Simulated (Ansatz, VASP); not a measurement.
**Two plane-wave programs on Sc**

INCAR

```
  PREC = Accurate
  ENCUT = 500
  EDIFF = 1E-6
  ISMEAR = -1
  SIGMA = 0.05
  LREAL = False
  LASPH = True
  NELM = 120
  ALGO = Normal
  ISIF = 2
  LWAVE = False
  LCHARG = False
  GGA = PS
  NBANDS = 18
  GGA_COMPAT = False
```

File KPOINTS:

```
Automatic mesh
0
Gamma
  8 8 4
```

Contents of POSCAR:

```
Sc
1.0
    3.2759100000      0.0000000000      0.0000000000
   -1.6379550000      2.8370212805      0.0000000000
    0.0000000000      0.0000000000      5.2733000000
Sc
2
Direct
    0.6666666667      0.3333333333      0.7500000000
    0.3333333333      0.6666666667      0.2500000000
```

input.yaml

```yaml
crystal:
  lattice:
    - [3.27591, 0.0, 0.0]
    - [-1.637955, 2.8370212805, 0.0]
    - [0.0, 0.0, 5.2733]
  atoms:
    - { symbol: Sc, position: [0.6666666667, 0.3333333333, 0.75] }
    - { symbol: Sc, position: [0.3333333333, 0.6666666667, 0.25] }
hamiltonian:
  xc: pbesol
  pseudopotentials: { kind: paw }
kpoints:
  mp_grid: { grid: [8, 8, 4] }
  band_path:
    path:
      - [[0.0, 0.0, 0.0], [0.5, 0.0, 0.0], [0.3333333333, 0.3333333333, 0.0], [0.0, 0.0, 0.0], [0.0, 0.0, 0.5], [0.5, 0.0, 0.5], [0.3333333333, 0.3333333333, 0.5], [0.0, 0.0, 0.5]]
      - [[0.5, 0.0, 0.5], [0.5, 0.0, 0.0]]
      - [[0.3333333333, 0.3333333333, 0.0], [0.3333333333, 0.3333333333, 0.5]]
    npoints: 14
scf:
  occupations: { method: fermi_dirac, width: 0.05 }
  n_extra_bands: 6
output:
  forces: true
  stress: true
  eigenvalues: true
  fatbands: false
  write_density: true
  write_potential: true
  elf: true
  volumetric_format: npy
```

Alike in both runs: functional PBEsol; k mesh 8 × 8 × 4; occupations fermi-dirac, width 0.05 eV; no spin polarisation.

|  | VASP | Ansatz |
| --- | --- | --- |
| version | VASP 6.6.1 | Ansatz 0.2.0 |
| potentials or method | VASP PAW PBE potentials, release 64 (Sc_sv) | Ansatz PAW |
| plane-wave cutoff (eV) | 500 | 420 |
| valence electrons in the cell | 22 | 22 |
| task | single point | band structure |

|  | VASP | Ansatz | Ansatz less VASP |
| --- | --- | --- | --- |
| gap on the k mesh at the Fermi level (eV) | none | none | - |
| pressure (GPa) | -1.9 | -1.9 | +0.01 |
| traceless stress, the component that is largest in VASP (GPa) | -1.88 | -1.88 | -0.002 |

VASP's potentials were made for PBE, not for PBEsol. A gap of «none» marks a metal or a gap that the smearing closes.
